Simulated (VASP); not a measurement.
# NaH (CsCl type) (Pm-3m) in VASP: further runs

Runs on NaH (CsCl type). Level: PBE. Tasks: single point, relaxation of cell and atoms.

Program: VASP 6.6.1. These are calculated values, not measurements. Logs are shortened: lines on timing, memory, paths and dates and some standing lists are left out, and cuts for length are marked.

### Step 1. The cell of the first run

The structure is cubic, space group Pm-3m (No. 221). The conventional cell has a = 2.964 Å, b = 2.964 Å, c = 2.964 Å, α = 90.00°, β = 90.00°, γ = 90.00°. Na (site symmetry m-3m) has 8 H at 2.57 Å and 6 Na at 2.96 Å within 3.4 Å. H (site symmetry m-3m) has 8 Na at 2.57 Å and 6 H at 2.96 Å within 3.4 Å.

### Step 2. Single point, PBE

INCAR reads:

```
  ALGO = Normal
  EDIFF = 1E-6
  ENCUT = 520
  GGA = PE
  ISIF = 2
  ISMEAR = -1
  LASPH = True
  LCHARG = False
  LREAL = False
  LWAVE = False
  NBANDS = 11
  NELM = 60
  PREC = Accurate
  SIGMA = 0.08
```

KPOINTS reads:

```
k-points
0
Gamma
  12 12 12
```

POSCAR reads:

```
NaH
1.0
    2.9641598610      0.0000000000      0.0000000000
    0.0000000000      2.9641598610      0.0000000000
    0.0000000000      0.0000000000      2.9641598610
Na H
1 1
Direct
    0.0000000000      0.0000000000      0.0000000000
    0.5000000000      0.5000000000      0.5000000000
```

Potentials or basis: VASP PAW PBE potentials, release 64 (Na_pv, H).

The run is started by

```console
$ cat potpaw_PBE.64/Na_pv/POTCAR potpaw_PBE.64/H/POTCAR > POTCAR
$ mpirun -np 1 vasp_std > vasp.out
```

OUTCAR:

```text
EDIFF = 1E-6
   ENCUT = 520
   GGA = PE
   ISIF = 2
   ISMEAR = -1
   LASPH = True
   LREAL = False
   NELM = 60
   PREC = Accurate

 ion  position               nearest neighbor table
   1  0.000  0.000  0.000-
   2  0.500  0.500  0.500-

  LATTYP: Found a simple cubic cell.
 ALAT       =     2.9641598610

  Lattice vectors:

 A1 = (   2.9641598610,   0.0000000000,   0.0000000000)
 A2 = (   0.0000000000,   2.9641598610,   0.0000000000)
 A3 = (   0.0000000000,   0.0000000000,   2.9641598610)

Analysis of symmetry for initial positions (statically):
=====================================================================
 Subroutine PRICEL returns:
 Original cell was already a primitive cell.

 Routine SETGRP: Setting up the symmetry group for a
 simple cubic supercell.

 Subroutine GETGRP returns: Found 48 space group operations
[... 9 lines left out ...]

 Routine SETGRP: Setting up the symmetry group for a
 simple cubic supercell.

 Subroutine GETGRP returns: Found 48 space group operations
[... 11 lines left out ...]
                                     Primitive cell

  volume of cell :      26.0438

  direct lattice vectors                    reciprocal lattice vectors
     2.964159861  0.000000000  0.000000000     0.337363721  0.000000000  0.000000000
     0.000000000  2.964159861  0.000000000     0.000000000  0.337363721  0.000000000
     0.000000000  0.000000000  2.964159861     0.000000000  0.000000000  0.337363721

  length of vectors
     2.964159861  2.964159861  2.964159861     0.337363721  0.337363721  0.337363721

  position of ions in fractional coordinates (direct lattice)
     0.000000000  0.000000000  0.000000000
     0.500000000  0.500000000  0.500000000

  ion indices of the primitive-cell ions
   primitive index   ion index
                 1           1
                 2           2

----------------------------------------------------------------------------------------

 KPOINTS: k-points

Automatic generation of k-mesh.
 Grid dimensions read from file:
 generate k-points for:   12   12   12

 Generating k-lattice:

  Cartesian coordinates                     Fractional coordinates (reciprocal lattice)
     0.028113643  0.000000000  0.000000000     0.083333333  0.000000000  0.000000000
     0.000000000  0.028113643  0.000000000     0.000000000  0.083333333  0.000000000
     0.000000000  0.000000000  0.028113643     0.000000000  0.000000000  0.083333333

  Length of vectors
     0.028113643  0.028113643  0.028113643

  Shift w.r.t. Gamma in fractional coordinates (k-lattice)
     0.000000000  0.000000000  0.000000000

 Subroutine IBZKPT returns following result:
 ===========================================

 Found     84 irreducible k-points:

 Following reciprocal coordinates:
            Coordinates               Weight
  0.000000  0.000000  0.000000      1.000000
  0.083333  0.000000  0.000000      6.000000
  0.166667  0.000000  0.000000      6.000000
  0.250000  0.000000  0.000000      6.000000
  0.333333  0.000000  0.000000      6.000000
  0.416667  0.000000  0.000000      6.000000
[... 16 lines left out ...]
  0.333333  0.333333  0.000000     12.000000
  0.416667  0.333333  0.000000     24.000000
 [... further k-points ...]
   k-points           NKPTS =     84   k-points in BZ     NKDIM =     84   number of bands    NBANDS=     11
   number of dos      NEDOS =    301   number of ions     NIONS =      2
   total plane-waves  NPLWV =  13824
   dimension x,y,z NGX =    24 NGY =   24 NGZ =   24
   dimension x,y,z NGXF=    48 NGYF=   48 NGZF=   48
   ions per type =               1   1
   NGX,Y,Z   is equivalent  to a cutoff of  13.46, 13.46, 13.46 a.u.
   NGXF,Y,Z  is equivalent  to a cutoff of  26.92, 26.92, 26.92 a.u.
 SYSTEM =  unknown system
   PREC   = accura    normal or accurate (medium, high low for compatibility)
   ISTART =      0    job   : 0-new  1-cont  2-samecut
   ICHARG =      2    charge: 1-file 2-atom 10-const
   ISPIN  =      1    spin polarized calculation?
   LNONCOLLINEAR =      F non collinear calculations
   LSORBIT =      F    spin-orbit coupling
   LASPH  =      T    aspherical Exc in radial PAW
   ENCUT  =  520.0 eV  38.22 Ry    6.18 a.u.   5.51  5.51  5.51*2*pi/ulx,y,z
   NELM   =     60;   NELMIN=  2; NELMDL= -5     # of ELM steps
   EDIFF  = 0.1E-05   stopping-criterion for ELM
   LREAL  =      F    real-space projection
   EDIFFG = 0.1E-04   stopping-criterion for IOM
   NSW    =      0    number of steps for IOM
   IBRION =     -1    ionic relax: 0-MD 1-quasi-New 2-CG
   NFREE  =      0    steps in history (QN), initial steepest desc. (CG)
   ISIF   =      2    stress and relaxation
   ISYM   =      2    0-nonsym 1-usesym 2-fastsym
   POTIM  = 0.5000    time-step for ionic-motion
   TEBEG  =    0.0;   TEEND  =   0.0 temperature during run
   PSTRESS=    0.0 pullay stress
   NELECT =       8.0000    total number of electrons
   NUPDOWN=      -1.0000    fix difference up-down
   EMIN   =  10.00;   EMAX   =-10.00  energy-range for DOS
   EFERMI =   0.00;   METHOD = LEGACY
   ISMEAR =    -1;   SIGMA  =   0.08  broadening in eV -4-tet -1-fermi 0-gaus
   EFERMI_NEDOS =   21; number of points for ismear=-14 and -15
   IALGO  =     38    algorithm
   IMIX   =      4    mixing-type and parameters
     AMIX     =   0.40;   BMIX     =  1.00
     AMIX_MAG =   1.60;   BMIX_MAG =  1.00
  volume/ion in A,a.u.               =      13.02        87.88
  Fermi-wavevector in a.u.,A,eV,Ry     =   1.104595  2.087383 16.600888  1.220131
  Thomas-Fermi vector in A             =   2.241070
   LORBIT       =      0    0 simple, 1 ext, 2 COOP (PROOUT), +10 PAW based schemes
   GGA     = PE    functional components
   LHFCALC =     F    Hartree Fock is set to
   AEXX    =    0.0000 exact exchange contribution
   IVDW    =     0    specifies the selected vdW correction
   LEPSILON=     F    determine dielectric tensor
   LRPA    =     F    only Hartree local field effects (RPA)
 non-spin polarized calculation
  energy-cutoff  :      520.00
  volume of cell :       26.04
 maximum number of plane-waves:       739
 NGX is ok and might be reduce to    24
   NGX = 11   NGY = 11   NGZ = 11

 number of electron       8.0000003 magnetization

 Free energy of the ion-electron system (eV)
  ---------------------------------------------------
  ext. energy  EPLUGINS =         0.00000000
  ---------------------------------------------------
  free energy    TOTEN  =        -4.77269381 eV

  energy without entropy =       -4.77268508  energy(sigma->0) =       -4.77268944

 E-fermi :   1.7214     XC(G=0):  -8.1278

 val. band max:        1.2509385203   @ k =   0.5000   0.5000   0.5000
 cond. band min:       2.2835884624   @ k =   0.5000   0.0000   0.0000
 fundamental gap:      1.0326499421
 Fermi energy:         1.7214318148

 k-point     1 :       0.0000    0.0000    0.0000
  band No.  band energies     occupation
      1     -23.3007      2.00000
      2     -23.3007      2.00000
      3     -23.3007      2.00000
      4      -4.6226      2.00000
      5       9.8283      0.00000
      6      12.1802      0.00000
      7      12.1802      0.00000
      8      13.6861      0.00000
      9      13.6861      0.00000
     10      13.6861      0.00000
     11      26.7988      0.00000

 k-point     2 :       0.0833    0.0000    0.0000
  band No.  band energies     occupation
      1     -23.3124      2.00000
      2     -23.2997      2.00000
      3     -23.2997      2.00000
      4      -4.5143      2.00000
      5       9.2319      0.00000
      6      11.2497      0.00000
      7      12.2944      0.00000
      8      13.7688      0.00000
      9      13.7688      0.00000
     10      15.4735      0.00000
     11      25.6525      0.00000

 k-point     3 :       0.1667    0.0000    0.0000
  band No.  band energies     occupation
      1     -23.3442      2.00000
      2     -23.2969      2.00000
      3     -23.2969      2.00000
      4      -4.1960      2.00000
      5       7.5205      0.00000
      6      11.0945      0.00000
      7      12.6353      0.00000
      8      14.0138      0.00000
      9      14.0138      0.00000
     10      18.1004      0.00000
     11      23.8253      0.00000

 k-point     4 :       0.2500    0.0000    0.0000
  band No.  band energies     occupation
      1     -23.3874      2.00000
      2     -23.2931      2.00000
      3     -23.2931      2.00000
      4      -3.6907      2.00000
      5       5.6687      0.00000
      6      11.3440      0.00000
      7      13.1965      0.00000
      8      14.4100      0.00000
      9      14.4100      0.00000
     10      20.8834      0.00000
     11      22.0649      0.00000

 k-point     5 :       0.3333    0.0000    0.0000
  band No.  band energies     occupation
      1     -23.4303      2.00000
      2     -23.2893      2.00000
      3     -23.2893      2.00000
      4      -3.0535      2.00000
      5       4.0278      0.00000
      6      11.6796      0.00000
      7      13.9583      0.00000
      8      14.9245      0.00000
      9      14.9245      0.00000
     10      20.1218      0.00000
     11      20.5978      0.00000
[... 211 lines left out ...]
 k-point    21 :       0.4167    0.2500    0.0000
  band No.  band energies     occupation
      1     -23.4474      2.00000
      2     -23.3666      2.00000
      3     -23.2795      2.00000
      4      -1.7055      2.00000
      5       3.8065      0.00000
      6       8.0204      0.00000
      7      12.0629      0.00000
      8      15.1298      0.00000
      9      16.4350      0.00000
     10      19.8293      0.00000
     11      20.1617      0.00000

 k-point    22 :       0.5000    0.2500    0.0000
  band No.  band energies     occupation
      1     -23.4583      2.00000
      2     -23.3651      2.00000
      3     -23.2785      2.00000
      4      -1.4525      2.00000
      5       3.3606      0.00000
      6       8.3155      0.00000
      7      11.7162      0.00000
      8      15.1416      0.00000
      9      16.7828      0.00000
     10      19.3269      0.00000
     11      19.9962      0.00000

 k-point    23 :       0.3333    0.3333    0.0000
  band No.  band energies     occupation
      1     -23.4141      2.00000
      2     -23.4079      2.00000
      3     -23.2786      2.00000
      4      -1.7317      2.00000
      5       5.1983      0.00000
      6       6.3070      0.00000
      7      11.6570      0.00000
      8      15.1691      0.00000
      9      16.4441      0.00000
     10      20.6978      0.00000
     11      21.1995      0.00000

 k-point    24 :       0.4167    0.3333    0.0000
  band No.  band energies     occupation
      1     -23.4404      2.00000
      2     -23.4062      2.00000
      3     -23.2760      2.00000
      4      -1.2385      2.00000
      5       4.5216      0.00000
      6       6.5761      0.00000
      7      10.6008      0.00000
      8      15.3377      0.00000
      9      17.1704      0.00000
     10      20.0161      0.00000
     11      21.0111      0.00000

 [... further k-points ...]
[... 5 lines left out ...]
  --------------------------------------------------------------------------------------
  -------------------------------------------------------------------------------------
  Total       -0.0108113     -0.0108113     -0.0108113     -0.0000000      0.0000000     -0.0000000
  in kB       -0.6650937     -0.6650937     -0.6650937     -0.0000000      0.0000000     -0.0000000
  external PRESSURE =      -0.6650937 kB  Pullay stress =       0.0000000 kB

 VOLUME and BASIS-vectors are now :
 -----------------------------------------------------------------------------
  energy-cutoff  :      520.00
  volume of cell :       26.04
      direct lattice vectors                 reciprocal lattice vectors
     2.964159861  0.000000000  0.000000000     0.337363721  0.000000000  0.000000000
     0.000000000  2.964159861  0.000000000     0.000000000  0.337363721  0.000000000
     0.000000000  0.000000000  2.964159861     0.000000000  0.000000000  0.337363721

 POSITION                                       TOTAL-FORCE (eV/Angst)
 -----------------------------------------------------------------------------------
      0.00000      0.00000      0.00000         0.000000      0.000000      0.000000
      1.48208      1.48208      1.48208         0.000000      0.000000      0.000000
 -----------------------------------------------------------------------------------
    total drift:                                0.000000      0.000000      0.000000

  FREE ENERGIE OF THE ION-ELECTRON SYSTEM (eV)
  ---------------------------------------------------
  free  energy   TOTEN  =        -4.7726938136 eV

  energy  without entropy=       -4.7726850762  energy(sigma->0) =       -4.77268944
```

Run time: 5.1 s. Hardware: 1 thread of Intel Xeon 6975P-C (Granite Rapids), shared host; peak memory 0.14 GiB.

What came out:

| Item | Value |
| --- | --- |
| Free energy | -4.7727 eV |
| Pressure | -0.1 GPa |
| Band gap on the k mesh | 1.03 eV, indirect (least direct gap 4.41 eV) |

Levels at points of the mesh, in eV from the valence-band top:
| k point | band 1 | band 2 | band 3 | band 4 | band 5 | band 6 | band 7 | band 8 |
| --- | --- | --- | --- | --- | --- | --- | --- | --- |
| (0.00, 0.00, 0.00) | -24.55 | -24.55 | -24.55 | -5.87 | 8.58 | 10.93 | 10.93 | 12.44 |
| (0.50, 0.00, 0.00) | -24.72 | -24.54 | -24.54 | -3.37 | 1.03 | 10.82 | 14.15 | 14.47 |
| (0.50, 0.50, 0.00) | -24.69 | -24.69 | -24.52 | -1.71 | 4.26 | 4.26 | 6.77 | 14.62 |
| (0.50, 0.50, 0.50) | -24.67 | -24.67 | -24.67 | 0.00 | 6.89 | 6.89 | 6.89 | 9.08 |

A k mesh can miss the band edges. As with any semilocal functional, this PBE gap is likely too small.

(Continued in part 2 of 2.)
